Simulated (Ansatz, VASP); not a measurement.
## Two plane-wave programs on LiH

```
Li H
1.0
    -0.05720    2.08792    2.08792
     2.08792   -0.05720    2.08792
     2.08792    2.08792   -0.05720
Li H
1 1
Direct
  0.99747 0.99747 0.99747
  0.25253 0.25253 0.25253
```

Change from the starting cell: shear_111 strain -4.0%.

Alike in both runs: task single point; functional PBE; k mesh 10 × 10 × 10; occupations fermi-dirac, width 0.02 eV; no spin polarisation.

|  | VASP | Ansatz |
| --- | --- | --- |
| version | VASP 6.6.1 | Ansatz 0.2.0 |
| potentials or method | VASP PAW PBE potentials, release 64 (Li_sv, H) | plane waves, PAW |
| plane-wave cutoff (eV) | 520 | 420 |
| valence electrons in the cell | 4 | 4 |

Ansatz gave:

- gap on the k mesh at the Fermi level (eV): 4.25

Estimate VASP's values.

gap on the k mesh at the Fermi level (eV): 4.26.

Noted on VASP's run: the cutoff is short for stress, so the pressure is rough.
